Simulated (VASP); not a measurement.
# Bi (Im-3m) in VASP: settings compared

The runs below take Bi through single point, with PBEsol, r2SCAN.

All numbers are computed with VASP 6.6.1; they aren't measurements. Logs are shortened: lines on timing, memory, paths and dates and some standing lists are left out, and cuts for length are marked.

### Step 1. The cell of the first run

Symmetry: Im-3m, No. 229, cubic system. The conventional cell has a = 3.914 Å, b = 3.914 Å, c = 3.914 Å, α = 90.00°, β = 90.00°, γ = 90.00°. Bi (site symmetry m-3m) has 14 Bi at 3.39 to 3.91 Å within 4.5 Å.

This isn't the form of Bi at room conditions, which is rhombohedral.

### Step 2. Single point, PBEsol

INCAR

```
SYSTEM = Bi
  PREC = Accurate
  ENCUT = 520
  EDIFF = 1E-7
  ISMEAR = 0
  SIGMA = 0.1
  LREAL = .FALSE.
  LASPH = .TRUE.
  NELM = 80
  ALGO = Normal
  ISIF = 2
  LWAVE = .FALSE.
  LCHARG = .FALSE.
  GGA = PS
  NBANDS = 14
```

KPOINTS

```
regular mesh
0
G
  16 16 16
  0 0 0
```

POSCAR

```
Bi
1.0
   -1.9568223914      1.9568223914      1.9568223914
    1.9568223914     -1.9568223914      1.9568223914
    1.9568223914      1.9568223914     -1.9568223914
Bi
1
Direct
    0.0000000000      0.0000000000      0.0000000000
```

Potentials or basis: VASP PAW PBE potentials, release 64 (Bi_d).

The run is started by

```
> cat potpaw_PBE.64/Bi_d/POTCAR > POTCAR
> mpirun -np 1 vasp_std > vasp.out
```

OUTCAR:

```text
SYSTEM = Bi
   PREC = Accurate
   ENCUT = 520
   EDIFF = 1E-7
   ISMEAR = 0
   LREAL = .FALSE.
   LASPH = .TRUE.
   NELM = 80
   ISIF = 2
   GGA = PS

 ion  position               nearest neighbor table
   1  0.000  0.000  0.000-

  LATTYP: Found a body centered cubic cell.
 ALAT       =     3.9136447828

  Lattice vectors:

 A1 = (  -1.9568223914,   1.9568223914,   1.9568223914)
 A2 = (   1.9568223914,  -1.9568223914,   1.9568223914)
 A3 = (   1.9568223914,   1.9568223914,  -1.9568223914)

Analysis of symmetry for initial positions (statically):
=====================================================================
 Subroutine PRICEL returns:
 Original cell was already a primitive cell.

 Routine SETGRP: Setting up the symmetry group for a
 body centered cubic supercell.

 Subroutine GETGRP returns: Found 48 space group operations
 (whereof 48 operations were pure point group operations)
 out of a pool of 48 trial point group operations.

The static configuration has the point symmetry O_h .

Analysis of symmetry for dynamics (positions and initial velocities):
=====================================================================
 Subroutine PRICEL returns:
 Original cell was already a primitive cell.

 Routine SETGRP: Setting up the symmetry group for a
 body centered cubic supercell.

 Subroutine GETGRP returns: Found 48 space group operations
 (whereof 48 operations were pure point group operations)
 out of a pool of 48 trial point group operations.

The dynamic configuration has the point symmetry O_h .

 Subroutine INISYM returns: Found 48 space group operations
 (whereof 48 operations are pure point group operations),
 and found     1 'primitive' translations

----------------------------------------------------------------------------------------

                                     Primitive cell

  volume of cell :      29.9719

  direct lattice vectors                    reciprocal lattice vectors
    -1.956822391  1.956822391  1.956822391     0.000000000  0.255516291  0.255516291
     1.956822391 -1.956822391  1.956822391     0.255516291  0.000000000  0.255516291
     1.956822391  1.956822391 -1.956822391     0.255516291  0.255516291  0.000000000

  length of vectors
     3.389315803  3.389315803  3.389315803     0.361354604  0.361354604  0.361354604

  position of ions in fractional coordinates (direct lattice)
     0.000000000  0.000000000  0.000000000

  ion indices of the primitive-cell ions
   primitive index   ion index
                 1           1

----------------------------------------------------------------------------------------

 KPOINTS: regular mesh

Automatic generation of k-mesh.
 Grid dimensions read from file:
 generate k-points for:   16   16   16

 Generating k-lattice:

  Cartesian coordinates                     Fractional coordinates (reciprocal lattice)
     0.000000000  0.015969768  0.015969768     0.062500000  0.000000000  0.000000000
     0.015969768  0.000000000  0.015969768     0.000000000  0.062500000  0.000000000
     0.015969768  0.015969768  0.000000000     0.000000000  0.000000000  0.062500000

  Length of vectors
     0.022584663  0.022584663  0.022584663

  Shift w.r.t. Gamma in fractional coordinates (k-lattice)
     0.000000000  0.000000000  0.000000000

 Subroutine IBZKPT returns following result:
 ===========================================

 Found    145 irreducible k-points:

 Following reciprocal coordinates:
            Coordinates               Weight
  0.000000  0.000000  0.000000      1.000000
  0.062500  0.000000  0.000000     12.000000
  0.125000  0.000000  0.000000     12.000000
  0.187500  0.000000  0.000000     12.000000
  0.250000  0.000000  0.000000     12.000000
  0.312500  0.000000  0.000000     12.000000
[... 16 lines left out ...]
  0.187500  0.187500  0.000000     24.000000
  0.250000  0.187500  0.000000     48.000000
 [... further k-points ...]
   k-points           NKPTS =    145   k-points in BZ     NKDIM =    145   number of bands    NBANDS=     14
   number of dos      NEDOS =    301   number of ions     NIONS =      1
   total plane-waves  NPLWV =  21952
   dimension x,y,z NGX =    28 NGY =   28 NGZ =   28
   dimension x,y,z NGXF=    56 NGYF=   56 NGZF=   56
   ions per type =               1
   NGX,Y,Z   is equivalent  to a cutoff of  13.73, 13.73, 13.73 a.u.
   NGXF,Y,Z  is equivalent  to a cutoff of  27.47, 27.47, 27.47 a.u.
 SYSTEM =  Bi
   PREC   = accura    normal or accurate (medium, high low for compatibility)
   ISTART =      0    job   : 0-new  1-cont  2-samecut
   ICHARG =      2    charge: 1-file 2-atom 10-const
   ISPIN  =      1    spin polarized calculation?
   LNONCOLLINEAR =      F non collinear calculations
   LSORBIT =      F    spin-orbit coupling
   LASPH  =      T    aspherical Exc in radial PAW
   ENCUT  =  520.0 eV  38.22 Ry    6.18 a.u.   6.30  6.30  6.30*2*pi/ulx,y,z
   NELM   =     80;   NELMIN=  2; NELMDL= -5     # of ELM steps
   EDIFF  = 0.1E-06   stopping-criterion for ELM
   LREAL  =      F    real-space projection
   EDIFFG = 0.1E-05   stopping-criterion for IOM
   NSW    =      0    number of steps for IOM
   IBRION =     -1    ionic relax: 0-MD 1-quasi-New 2-CG
   NFREE  =      0    steps in history (QN), initial steepest desc. (CG)
   ISIF   =      2    stress and relaxation
   ISYM   =      2    0-nonsym 1-usesym 2-fastsym
   POTIM  = 0.5000    time-step for ionic-motion
   TEBEG  =    0.0;   TEEND  =   0.0 temperature during run
   PSTRESS=    0.0 pullay stress
   NELECT =      15.0000    total number of electrons
   NUPDOWN=      -1.0000    fix difference up-down
   EMIN   =  10.00;   EMAX   =-10.00  energy-range for DOS
   EFERMI =   0.00;   METHOD = LEGACY
   ISMEAR =     0;   SIGMA  =   0.10  broadening in eV -4-tet -1-fermi 0-gaus
   EFERMI_NEDOS =   21; number of points for ismear=-14 and -15
   IALGO  =     38    algorithm
   IMIX   =      4    mixing-type and parameters
     AMIX     =   0.40;   BMIX     =  1.00
     AMIX_MAG =   1.60;   BMIX_MAG =  1.00
  volume/ion in A,a.u.               =      29.97       202.26
  Fermi-wavevector in a.u.,A,eV,Ry     =   1.299772  2.456213 22.985781  1.689407
  Thomas-Fermi vector in A             =   2.431014
   LORBIT       =      0    0 simple, 1 ext, 2 COOP (PROOUT), +10 PAW based schemes
   GGA     = PS    functional components
   LHFCALC =     F    Hartree Fock is set to
   AEXX    =    0.0000 exact exchange contribution
   IVDW    =     0    specifies the selected vdW correction
   LEPSILON=     F    determine dielectric tensor
   LRPA    =     F    only Hartree local field effects (RPA)
 non-spin polarized calculation
 Gauss-broadening in eV      SIGMA  =   0.10
  energy-cutoff  :      520.00
  volume of cell :       29.97
 maximum number of plane-waves:       820
 NGX is ok and might be reduce to    28
   NGX = 13   NGY = 13   NGZ = 13

 number of electron      15.0000000 magnetization

 Free energy of the ion-electron system (eV)
  ---------------------------------------------------
  ext. energy  EPLUGINS =         0.00000000
  ---------------------------------------------------
  free energy    TOTEN  =        -4.21977092 eV

  energy without entropy =       -4.21622234  energy(sigma->0) =       -4.21799663

 E-fermi :   8.2038     XC(G=0): -10.6199

 val. band max:        8.1744471764   @ k =  -0.4375   0.5000   0.1250
 cond. band min:       8.2195204135   @ k =   0.3125   0.1250   0.0625
 fundamental gap:      0.0450732371
 Fermi energy:         8.2038176680

 k-point     1 :       0.0000    0.0000    0.0000
  band No.  band energies     occupation
      1     -14.7607      2.00000
      2     -14.7607      2.00000
      3     -14.7607      2.00000
      4     -14.6138      2.00000
      5     -14.6138      2.00000
      6      -5.5780      2.00000
      7      13.6135      0.00000
      8      13.6135      0.00000
      9      13.6135      0.00000
     10      17.8170      0.00000
     11      18.7060      0.00000
     12      18.7060      0.00000
     13      18.7060      0.00000
     14      20.1580      0.00000

 k-point     2 :       0.0625    0.0000    0.0000
  band No.  band energies     occupation
      1     -14.7625      2.00000
      2     -14.7578      2.00000
      3     -14.7518      2.00000
      4     -14.6159      2.00000
      5     -14.6141      2.00000
      6      -5.5033      2.00000
      7      12.7912      0.00000
      8      13.3726      0.00000
      9      13.5405      0.00000
     10      17.9019      0.00000
     11      18.3319      0.00000
     12      18.5062      0.00000
     13      18.5865      0.00000
     14      20.4889      0.00000

 k-point     3 :       0.1250    0.0000    0.0000
  band No.  band energies     occupation
      1     -14.7675      2.00000
      2     -14.7499      2.00000
      3     -14.7263      2.00000
      4     -14.6214      2.00000
      5     -14.6151      2.00000
      6      -5.2804      2.00000
      7      11.1233      0.00000
      8      12.7788      0.00000
      9      13.3282      0.00000
     10      16.9114      0.00000
     11      17.7249      0.00000
     12      18.4540      0.00000
     13      19.5080      0.00000
     14      21.3107      0.00000

 k-point     4 :       0.1875    0.0000    0.0000
  band No.  band energies     occupation
      1     -14.7750      2.00000
      2     -14.7398      2.00000
      3     -14.6878      2.00000
      4     -14.6283      2.00000
      5     -14.6164      2.00000
      6      -4.9134      2.00000
      7       9.2797      0.00000
      8      12.0502      0.00000
      9      13.0083      0.00000
     10      16.0716      0.00000
     11      17.1680      0.00000
     12      18.5317      0.00000
     13      20.1479      0.00000
     14      22.5075      0.00000

 k-point     5 :       0.2500    0.0000    0.0000
  band No.  band energies     occupation
      1     -14.7838      2.00000
      2     -14.7316      2.00000
      3     -14.6419      2.00000
      4     -14.6331      2.00000
      5     -14.6180      2.00000
      6      -4.4132      2.00000
      7       7.4746      2.00000
      8      11.3368      0.00000
      9      12.6415      0.00000
     10      15.4128      0.00000
     11      16.7057      0.00000
[... 276 lines left out ...]
 k-point    22 :       0.4375    0.1250    0.0000
  band No.  band energies     occupation
      1     -14.7917      2.00000
      2     -14.7240      2.00000
      3     -14.6278      2.00000
      4     -14.6228      2.00000
      5     -14.5342      2.00000
      6      -2.1828      2.00000
      7       3.1856      2.00000
      8       8.4353      0.00106
      9      11.0687      0.00000
     10      15.3673      0.00000
     11      17.7663      0.00000
     12      20.0944      0.00000
     13      21.1598      0.00000
     14      26.2292      0.00000

 k-point    23 :       0.1875    0.1875    0.0000
  band No.  band energies     occupation
      1     -14.7732      2.00000
      2     -14.7259      2.00000
      3     -14.6392      2.00000
      4     -14.6255      2.00000
      5     -14.5974      2.00000
      6      -3.6717      2.00000
      7       6.2178      2.00000
      8       8.9902      0.00000
      9      11.5722      0.00000
     10      16.4579      0.00000
     11      17.3270      0.00000
     12      19.9290      0.00000
     13      21.1678      0.00000
     14      22.7858      0.00000

 k-point    24 :       0.2500    0.1875    0.0000
  band No.  band energies     occupation
      1     -14.7757      2.00000
      2     -14.7157      2.00000
      3     -14.6367      2.00000
      4     -14.6288      2.00000
      5     -14.5743      2.00000
      6      -3.0697      2.00000
      7       5.1485      2.00000
      8       8.0744      1.93283
      9      11.2257      0.00000
     10      16.3137      0.00000
     11      17.7414      0.00000
     12      20.0628      0.00000
     13      22.2766      0.00000
     14      22.5693      0.00000

 [... further k-points ...]

------------------------ aborting loop because EDIFF is reached ----------------------------------------

  FORCE on cell =-STRESS in cart. coord.  units (eV):
  Direction    XX          YY          ZZ          XY          YZ          ZX
  --------------------------------------------------------------------------------------
  -------------------------------------------------------------------------------------
  Total       -0.0209519     -0.0209519     -0.0209519      0.0000000      0.0000000     -0.0000000
  in kB       -1.1200071     -1.1200071     -1.1200071      0.0000000      0.0000000     -0.0000000
  external PRESSURE =      -1.1200071 kB  Pullay stress =       0.0000000 kB

 VOLUME and BASIS-vectors are now :
 -----------------------------------------------------------------------------
  energy-cutoff  :      520.00
  volume of cell :       29.97
      direct lattice vectors                 reciprocal lattice vectors
    -1.956822391  1.956822391  1.956822391     0.000000000  0.255516291  0.255516291
     1.956822391 -1.956822391  1.956822391     0.255516291  0.000000000  0.255516291
     1.956822391  1.956822391 -1.956822391     0.255516291  0.255516291  0.000000000

 POSITION                                       TOTAL-FORCE (eV/Angst)
 -----------------------------------------------------------------------------------
      0.00000      0.00000      0.00000        -0.000000      0.000000      0.000000
 -----------------------------------------------------------------------------------
    total drift:                                0.000000     -0.000000     -0.000000

  FREE ENERGIE OF THE ION-ELECTRON SYSTEM (eV)
  ---------------------------------------------------
  free  energy   TOTEN  =        -4.2197709162 eV

  energy  without entropy=       -4.2162223394  energy(sigma->0) =       -4.21799663
```

Run time: 45 s. Hardware: 1 thread of Intel Xeon Platinum 8259CL at 2.50GHz (Skylake/Cascade Lake), shared host; peak memory 0.19 GiB.

Results:

```yaml
Free_energy: -4.2198 eV
Pressure: -0.1 GPa
Band_gap_on_the_k_mesh: zero (an odd number of electrons rules out a gap without spin polarisation)
```

Caveat: the PAW data sets were made with another functional, which shifts forces and pressure a little; spin-orbit coupling is left out, which moves the levels of the heavy elements.

### Step 3. Single point, PBEsol

INCAR

```
PREC = Accurate ; ENCUT = 520
EDIFF = 1E-7 ; ISMEAR = 0
SIGMA = 0.1 ; LREAL = F
LASPH = T ; NELM = 60
ALGO = Normal ; ISIF = 2
LWAVE = F ; LCHARG = F
GGA = PS ; NBANDS = 14
```

KPOINTS

```
Automatic mesh
0
Gamma
  16 16 16
```

POSCAR is that of step 2.

Potentials or basis: VASP PAW PBE potentials, release 64 (Bi_d).

The run is started by

```
> cat potpaw_PBE.64/Bi_d/POTCAR > POTCAR
> mpirun -np 1 vasp_std > vasp.out
```

Run time: 43 s. Hardware: 1 thread of Intel Xeon Platinum 8259CL at 2.50GHz (Skylake/Cascade Lake), shared host; peak memory 0.19 GiB.

Results (log left out):

```
Free energy            : -4.2198 eV
Pressure               : -0.1 GPa
Band gap on the k mesh : zero (an odd number of electrons rules out a gap without spin polarisation)
```

Levels at points of the mesh, in eV from the Fermi level:
| k point | band 5 | band 6 | band 7 | band 8 | band 9 | band 10 |
| --- | --- | --- | --- | --- | --- | --- |
| (0.00, 0.00, 0.00) | -22.82 | -13.78 | 5.41 | 5.41 | 5.41 | 9.61 |
| (0.50, 0.00, 0.00) | -22.72 | -10.52 | -5.29 | 1.66 | 3.57 | 6.11 |
| (0.50, 0.50, 0.50) | -22.75 | -8.24 | -1.87 | -1.87 | -1.87 | 3.50 |

Caveat: the PAW data sets were made with another functional, which shifts forces and pressure a little; spin-orbit coupling is left out, which moves the levels of the heavy elements.

### Step 4. Single point, r2SCAN

POSCAR is that of step 3.

INCAR.step1

```
SYSTEM = Bi
PREC     = Accurate       ! precision mode
ENCUT    = 520            ! plane-wave cutoff, eV
ISMEAR   = 0              ! smearing method
SIGMA    = 0.1            ! smearing width, eV
LREAL    = .False.        ! projectors in reciprocal space
LASPH    = .True.         ! aspherical terms in the spheres
NELM     = 80             ! most SCF steps
NBANDS   = 14             ! bands
GGA      = PE             ! functional
ALGO     = Normal         ! electronic algorithm
EDIFF    = 1E-4           ! SCF threshold, eV
LWAVE    = .True.         ! write WAVECAR
LCHARG   = .False.        ! write CHGCAR
```

INCAR.step2

```
SYSTEM = Bi
PREC     = Accurate       ! precision mode
ENCUT    = 520            ! plane-wave cutoff, eV
EDIFF    = 1E-7           ! SCF threshold, eV
ISMEAR   = 0              ! smearing method
SIGMA    = 0.1            ! smearing width, eV
LREAL    = .False.        ! projectors in reciprocal space
LASPH    = .True.         ! aspherical terms in the spheres
NELM     = 80             ! most SCF steps
ALGO     = Normal         ! electronic algorithm
ISIF     = 2              ! what is computed and relaxed
LWAVE    = .False.        ! write WAVECAR
LCHARG   = .False.        ! write CHGCAR
METAGGA  = R2SCAN         ! meta-GGA
LMIXTAU  = .True.       
NBANDS   = 14             ! bands
ISTART   = 1
```

KPOINTS

```
Automatic mesh
0
Gamma
  16 16 16
  0 0 0
```

The run is started by

```
> cat potpaw_PBE.64/Bi_d/POTCAR > POTCAR
> cp INCAR.step1 INCAR
> mpirun -np 1 vasp_std > vasp.out
> cp INCAR.step2 INCAR
> mpirun -np 1 vasp_std > vasp.out
```

Wall time 3.7 min (1 thread of Intel Xeon Platinum 8259CL at 2.50GHz (Skylake/Cascade Lake), shared host); peak memory 0.2 GiB.

The run converged. Its results:

| Quantity | Value |
| --- | --- |
| Free energy | -58.2631 eV |
| Pressure | 2.1 GPa |
| Band gap on the k mesh | zero (an odd number of electrons rules out a gap without spin polarisation) |

Levels at points of the mesh, in eV from the Fermi level:
```
           k point  band 3  band 4  band 5  band 6  band 7  band 8  band 9  band 10  band 11  band 12
(0.00, 0.00, 0.00)  -23.79  -23.62  -23.62  -14.40    5.63    5.63    5.63    10.64    11.28    11.28
(0.50, 0.00, 0.00)  -23.63  -23.63  -23.52  -10.93   -5.54    1.64    3.83     6.71     8.09    13.51
(0.50, 0.50, 0.50)  -23.54  -23.54  -23.54   -8.44   -2.07   -2.07   -2.07     3.96     3.96    16.34
```

Caveat: the PAW data sets were made with another functional, which shifts forces and pressure a little; spin-orbit coupling is left out, which moves the levels of the heavy elements.
